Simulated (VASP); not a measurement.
A run of VASP 6.6.1 is set up as follows.

The input INCAR:

```
PREC = Accurate
ENCUT = 600
EDIFF = 1E-6
ISMEAR = 0
SIGMA = 0.01
LREAL = False
LASPH = True
NELM = 120
ALGO = Normal
ISIF = 2
LWAVE = False
LCHARG = True
GGA = PE
LELF = True
LVHAR = True
NBANDS = 11
GGA_COMPAT = False
```

KPOINTS

```
regular mesh
0
Gamma
  7 7 7
```

The input POSCAR:

```
BN
1.0
    0.0000000000      1.8075000000      1.8075000000
    1.8075000000      0.0000000000      1.8075000000
    1.8075000000      1.8075000000      0.0000000000
B N
1 1
Direct
    0.0000000000      0.0000000000      0.0000000000
    0.7500000000      0.7500000000      0.7500000000
```

Potentials or basis: VASP PAW PBE potentials, release 64 (B, N).

Command:

```console
$ cat potpaw_PBE.64/B/POTCAR potpaw_PBE.64/N/POTCAR > POTCAR
$ mpirun -np 1 vasp_std > vasp.out
```

Estimate the pressure.

3.0 GPa.

Estimate the band gap on the k mesh.

4.71 eV (least direct gap 8.82 eV).

Caveat: the k points lie up to 0.43 Å⁻¹ apart; an odd mesh through Γ misses points on the zone boundary, where band edges can lie. A hybrid or GW would open this gap; PBE tends to underestimate it.
